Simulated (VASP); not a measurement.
# H2PbO3 (P6mm) in VASP: density of states with PBE

Aim: the density of states of H2PbO3 with PBE.

Program: VASP 6.6.1. These are calculated values, not measurements. Logs are shortened: lines on timing, memory, paths and dates and some standing lists are left out, and cuts for length are marked.

## 1. The cell of the first run

Symmetry: P6mm, No. 183, hexagonal system. The conventional cell has a = 4.585 Å, b = 4.585 Å, c = 3.718 Å, α = 90.00°, β = 90.00°, γ = 120.00°. H (site symmetry 3m) has 3 O at 1.34 Å within 1.8 Å. Within 3.5 Å of Pb (site symmetry 6mm) lie 12 O at 2.62 to 3.35 Å and 12 H at 3.02 to 3.48 Å. O (site symmetry 2mm) has 2 H at 1.34 Å within 1.8 Å.

## 2. Density of states, PBE

POSCAR reads:

```
H2PbO3
1.0
    4.5845395710      0.0000000000      0.0000000000
   -2.2922697855      3.9703277331      0.0000000000
    0.0000000000      0.0000000000      3.7182050188
H Pb O
2 1 3
Direct
    0.6666666667      0.3333333333      0.2737731752
    0.3333333333      0.6666666667      0.2737731752
    0.0000000000      0.0000000000      0.6674548655
    0.5000000000      0.5000000000      0.3262119113
    0.5000000000      0.0000000000      0.3262119113
    0.0000000000      0.5000000000      0.3262119113
```

INCAR.step1 reads:

```
SYSTEM = H2PbO3
PREC = Accurate
ENCUT = 520
EDIFF = 1E-6
ISMEAR = 0
SIGMA = 0.1
LREAL = .FALSE.
LASPH = .TRUE.
NELM = 100
ALGO = Normal
ISIF = 2
LWAVE = .FALSE.
LCHARG = .TRUE.
GGA = PE
NBANDS = 26
```

KPOINTS.step1 reads:

```
regular mesh
0
G
  12 12 10
  0 0 0
```

INCAR.step2 reads:

```
SYSTEM = H2PbO3
PREC = Accurate
ENCUT = 520
EDIFF = 1E-6
ISMEAR = -5
SIGMA = 0.1
LREAL = .FALSE.
LASPH = .TRUE.
NELM = 100
ALGO = Normal
ISIF = 2
LWAVE = .FALSE.
LCHARG = .FALSE.
GGA = PE
LORBIT = 11
NBANDS = 26
NEDOS = 2001
ICHARG = 11
```

KPOINTS.step2 reads:

```
regular mesh
0
G
  18 18 15
  0 0 0
```

Potentials or basis: VASP PAW PBE potentials, release 64 (H, Pb_d, O).

Command:

```bash
$ cat potpaw_PBE.64/H/POTCAR potpaw_PBE.64/Pb_d/POTCAR potpaw_PBE.64/O/POTCAR > POTCAR
$ cp INCAR.step1 INCAR
$ cp KPOINTS.step1 KPOINTS
$ mpirun -np 1 vasp_std > vasp.out
$ cp INCAR.step2 INCAR
$ cp KPOINTS.step2 KPOINTS
$ mpirun -np 1 vasp_std > vasp.out
```

OUTCAR:

```text
SYSTEM = H2PbO3
   PREC = Accurate
   ENCUT = 520
   EDIFF = 1E-6
   ISMEAR = -5
   LREAL = .FALSE.
   LASPH = .TRUE.
   NELM = 100
   ISIF = 2
   GGA = PE
   LORBIT = 11
   ICHARG = 11

 ion  position               nearest neighbor table
   1  0.667  0.333  0.274-   5 1.34   6 1.34   4 1.34
   2  0.333  0.667  0.274-   5 1.34   6 1.34   4 1.34
   3  0.000  0.000  0.667-   4 2.62   6 2.62   6 2.62   4 2.62   5 2.62   5 2.62
   4  0.500  0.500  0.326-   1 1.34   2 1.34   3 2.62   3 2.62
   5  0.500  0.000  0.326-   1 1.34   2 1.34   3 2.62   3 2.62
   6  0.000  0.500  0.326-   1 1.34   2 1.34   3 2.62   3 2.62

  LATTYP: Found a hexagonal cell.
 ALAT       =     4.5845395710
 C/A-ratio  =     0.8110312849

  Lattice vectors:

 A1 = (   4.5845395710,   0.0000000000,   0.0000000000)
 A2 = (  -2.2922697855,   3.9703277331,   0.0000000000)
 A3 = (   0.0000000000,   0.0000000000,   3.7182050188)

Analysis of symmetry for initial positions (statically):
=====================================================================
 Subroutine PRICEL returns:
 Original cell was already a primitive cell.

 Routine SETGRP: Setting up the symmetry group for a
 hexagonal supercell.

 Subroutine GETGRP returns: Found 12 space group operations
 (whereof 12 operations were pure point group operations)
 out of a pool of 24 trial point group operations.

The static configuration has the point symmetry C_6v.

Analysis of symmetry for dynamics (positions and initial velocities):
=====================================================================
 Subroutine PRICEL returns:
 Original cell was already a primitive cell.

 Routine SETGRP: Setting up the symmetry group for a
 hexagonal supercell.

 Subroutine GETGRP returns: Found 12 space group operations
 (whereof 12 operations were pure point group operations)
 out of a pool of 24 trial point group operations.

The dynamic configuration has the point symmetry C_6v.

 Subroutine INISYM returns: Found 12 space group operations
 (whereof 12 operations are pure point group operations),
 and found     1 'primitive' translations

----------------------------------------------------------------------------------------

                                     Primitive cell

  volume of cell :      67.6792

  direct lattice vectors                    reciprocal lattice vectors
     4.584539571  0.000000000  0.000000000     0.218124412  0.125934188  0.000000000
    -2.292269785  3.970327733  0.000000000     0.000000000  0.251868376  0.000000000
     0.000000000  0.000000000  3.718205019     0.000000000  0.000000000  0.268946977

  length of vectors
     4.584539571  4.584539571  3.718205019     0.251868376  0.251868376  0.268946977

  position of ions in fractional coordinates (direct lattice)
     0.666666667  0.333333333  0.273773175
     0.333333333  0.666666667  0.273773175
     0.000000000  0.000000000  0.667454865
     0.500000000  0.500000000  0.326211911
     0.500000000  0.000000000  0.326211911
     1.000000000  0.500000000  0.326211911

  ion indices of the primitive-cell ions
   primitive index   ion index
                 1           1
                 2           2
                 3           3
                 4           4
                 5           5
                 6           6

----------------------------------------------------------------------------------------

 KPOINTS: regular mesh

Automatic generation of k-mesh.
 Grid dimensions read from file:
 generate k-points for:   18   18   15

 Generating k-lattice:

  Cartesian coordinates                     Fractional coordinates (reciprocal lattice)
     0.012118023  0.006996344  0.000000000     0.055555556 -0.000000000  0.000000000
     0.000000000  0.013992688  0.000000000     0.000000000  0.055555556  0.000000000
     0.000000000  0.000000000  0.017929798     0.000000000  0.000000000  0.066666667

  Length of vectors
     0.013992688  0.013992688  0.017929798

  Shift w.r.t. Gamma in fractional coordinates (k-lattice)
     0.000000000  0.000000000  0.000000000

 TETIRR: Found   4782 inequivalent tetrahedra from    29160

 Subroutine IBZKPT returns following result:
 ===========================================

 Found    296 irreducible k-points:

 Following reciprocal coordinates:
            Coordinates               Weight
  0.000000  0.000000  0.000000      1.000000
  0.055556  0.000000  0.000000      6.000000
  0.111111  0.000000  0.000000      6.000000
  0.166667  0.000000  0.000000      6.000000
  0.222222  0.000000  0.000000      6.000000
  0.277778  0.000000  0.000000      6.000000
[... 16 lines left out ...]
  0.333333  0.111111  0.000000     12.000000
  0.388889  0.111111  0.000000     12.000000
 [... further k-points ...]
   k-points           NKPTS =    296   k-points in BZ     NKDIM =    296   number of bands    NBANDS=     26
   number of dos      NEDOS =   2001   number of ions     NIONS =      6
   total plane-waves  NPLWV =  36288
   dimension x,y,z NGX =    36 NGY =   36 NGZ =   28
   dimension x,y,z NGXF=    72 NGYF=   72 NGZF=   56
   ions per type =               2   1   3
   NGX,Y,Z   is equivalent  to a cutoff of  13.05, 13.05, 12.52 a.u.
   NGXF,Y,Z  is equivalent  to a cutoff of  26.11, 26.11, 25.04 a.u.
 SYSTEM =  H2PbO3
   PREC   = accura    normal or accurate (medium, high low for compatibility)
   ISTART =      0    job   : 0-new  1-cont  2-samecut
   ICHARG =     11    charge: 1-file 2-atom 10-const
   ISPIN  =      1    spin polarized calculation?
   LNONCOLLINEAR =      F non collinear calculations
   LSORBIT =      F    spin-orbit coupling
   LASPH  =      T    aspherical Exc in radial PAW
   ENCUT  =  520.0 eV  38.22 Ry    6.18 a.u.   8.52  8.52  6.91*2*pi/ulx,y,z
   NELM   =    100;   NELMIN=  2; NELMDL=  0     # of ELM steps
   EDIFF  = 0.1E-05   stopping-criterion for ELM
   LREAL  =      F    real-space projection
   EDIFFG = 0.1E-04   stopping-criterion for IOM
   NSW    =      0    number of steps for IOM
   IBRION =     -1    ionic relax: 0-MD 1-quasi-New 2-CG
   NFREE  =      0    steps in history (QN), initial steepest desc. (CG)
   ISIF   =      2    stress and relaxation
   ISYM   =      2    0-nonsym 1-usesym 2-fastsym
   POTIM  = 0.5000    time-step for ionic-motion
   TEBEG  =    0.0;   TEEND  =   0.0 temperature during run
   PSTRESS=    0.0 pullay stress
   NELECT =      34.0000    total number of electrons
   NUPDOWN=      -1.0000    fix difference up-down
   EMIN   =  10.00;   EMAX   =-10.00  energy-range for DOS
   EFERMI =   0.00;   METHOD = LEGACY
   ISMEAR =    -5;   SIGMA  =   0.10  broadening in eV -4-tet -1-fermi 0-gaus
   EFERMI_NEDOS =   21; number of points for ismear=-14 and -15
   IALGO  =     38    algorithm
   IMIX   =      4    mixing-type and parameters
     AMIX     =   0.40;   BMIX     =  1.00
     AMIX_MAG =   1.60;   BMIX_MAG =  1.00
  volume/ion in A,a.u.               =      11.28        76.12
  Fermi-wavevector in a.u.,A,eV,Ry     =   1.301416  2.459319 23.043949  1.693682
  Thomas-Fermi vector in A             =   2.432551
   LORBIT       =     11    0 simple, 1 ext, 2 COOP (PROOUT), +10 PAW based schemes
   GGA     = PE    functional components
   LHFCALC =     F    Hartree Fock is set to
   AEXX    =    0.0000 exact exchange contribution
   IVDW    =     0    specifies the selected vdW correction
   LEPSILON=     F    determine dielectric tensor
   LRPA    =     F    only Hartree local field effects (RPA)
 non-spin polarized calculation
 Fermi weights with tetrahedron method with Bloechl corrections
  energy-cutoff  :      520.00
  volume of cell :       67.68
 maximum number of plane-waves:      1846
 NGX is ok and might be reduce to    36

 number of electron      34.0000001 magnetization

 Free energy of the ion-electron system (eV)
  ---------------------------------------------------
  ext. energy  EPLUGINS =         0.00000000
  ---------------------------------------------------
  free energy    TOTEN  =       -25.93947080 eV

  energy without entropy =      -25.93947080  energy(sigma->0) =      -25.93947080

 E-fermi :   2.6846     XC(G=0):  -9.7865

 val. band max:        2.6902385554   @ k =   0.1667   0.1111   0.4667
 cond. band min:       2.6845090681   @ k =   0.1667   0.0556   0.1333
 fundamental gap:     -0.0057294873
 Fermi energy:         2.6846479417

 k-point     1 :       0.0000    0.0000    0.0000
  band No.  band energies     occupation
      1     -16.7963      2.00000
      2     -13.7357      2.00000
      3     -13.7357      2.00000
      4     -13.2520      2.00000
      5     -13.1176      2.00000
      6     -13.1176      2.00000
[... 18 lines left out ...]
     25      14.8814      0.00000
     26      14.8818      0.00000

 k-point     2 :       0.0556    0.0000    0.0000
  band No.  band energies     occupation
      1     -16.7805      2.00000
      2     -13.7616      2.00000
      3     -13.7316      2.00000
      4     -13.2517      2.00000
      5     -13.1172      2.00000
      6     -13.1162      2.00000
[... 18 lines left out ...]
     25      14.7650      0.00000
     26      14.9589      0.00000

 k-point     3 :       0.1111    0.0000    0.0000
  band No.  band energies     occupation
      1     -16.7337      2.00000
      2     -13.8394      2.00000
      3     -13.7196      2.00000
      4     -13.2509      2.00000
      5     -13.1158      2.00000
      6     -13.1119      2.00000
[... 572 lines left out ...]
 k-point    23 :       0.3333    0.1111    0.0000
  band No.  band energies     occupation
      1     -16.0797      2.00000
      2     -14.8325      2.00000
      3     -13.5825      2.00000
      4     -13.2430      2.00000
      5     -13.0870      2.00000
      6     -13.0471      2.00000
[... 18 lines left out ...]
     25      15.7998      0.00000
     26      16.6176      0.00000

 k-point    24 :       0.3889    0.1111    0.0000
  band No.  band energies     occupation
      1     -15.9457      2.00000
      2     -15.0019      2.00000
      3     -13.5641      2.00000
      4     -13.2422      2.00000
      5     -13.0718      2.00000
      6     -13.0334      2.00000
[... 18 lines left out ...]
     25      16.0072      0.00000
     26      16.4803      0.00000

 [... further k-points ...]
[... 5 lines left out ...]
  --------------------------------------------------------------------------------------
  -------------------------------------------------------------------------------------
  Total       -0.1143866     -0.1143866     -0.0772695      0.0000000     -0.0000000      0.0000000
  in kB       -2.7078867     -2.7078867     -1.8292098      0.0000000     -0.0000000      0.0000000
  external PRESSURE =      -2.4149944 kB  Pullay stress =       0.0000000 kB

 VOLUME and BASIS-vectors are now :
 -----------------------------------------------------------------------------
  energy-cutoff  :      520.00
  volume of cell :       67.68
      direct lattice vectors                 reciprocal lattice vectors
     4.584539571  0.000000000  0.000000000     0.218124412  0.125934188  0.000000000
    -2.292269785  3.970327733  0.000000000     0.000000000  0.251868376  0.000000000
     0.000000000  0.000000000  3.718205019     0.000000000  0.000000000  0.268946977

 POSITION                                       TOTAL-FORCE (eV/Angst)
 -----------------------------------------------------------------------------------
      2.29227      1.32344      1.01794        -0.000000      0.000000     -0.001395
     -0.00000      2.64689      1.01794        -0.000000     -0.000000     -0.001395
      0.00000      0.00000      2.48173         0.000000     -0.000000      0.015942
      1.14613      1.98516      1.21292         0.000000     -0.000000     -0.004384
      2.29227      0.00000      1.21292         0.000000     -0.000000     -0.004384
     -1.14613      1.98516      1.21292         0.000000     -0.000000     -0.004384
 -----------------------------------------------------------------------------------
    total drift:                               -0.000000     -0.000000      0.001375

  FREE ENERGIE OF THE ION-ELECTRON SYSTEM (eV)
  ---------------------------------------------------
  free  energy   TOTEN  =       -25.9394708009 eV

  energy  without entropy=      -25.9394708009  energy(sigma->0) =      -25.93947080

 total charge

# of ion       s       p       d       tot
------------------------------------------
    1        0.404   0.074   0.000   0.478
    2        0.404   0.074   0.000   0.478
    3        1.504   0.353   9.854  11.711
    4        1.602   3.284   0.000   4.887
    5        1.602   3.284   0.000   4.887
    6        1.602   3.284   0.000   4.887
--------------------------------------------------
tot          7.119  10.354   9.854  27.327
```

Wall time 3.1 min (1 thread of Intel Xeon 6975P-C (Granite Rapids), shared host); peak memory 0.52 GiB.

What came out:

- Valence electrons inside the program's atomic spheres: H 0.48; Pb 11.71; O 4.89

Caveat: spin-orbit coupling is left out, which moves the levels of the heavy elements; tetrahedron occupations give inexact forces and stress in metals.
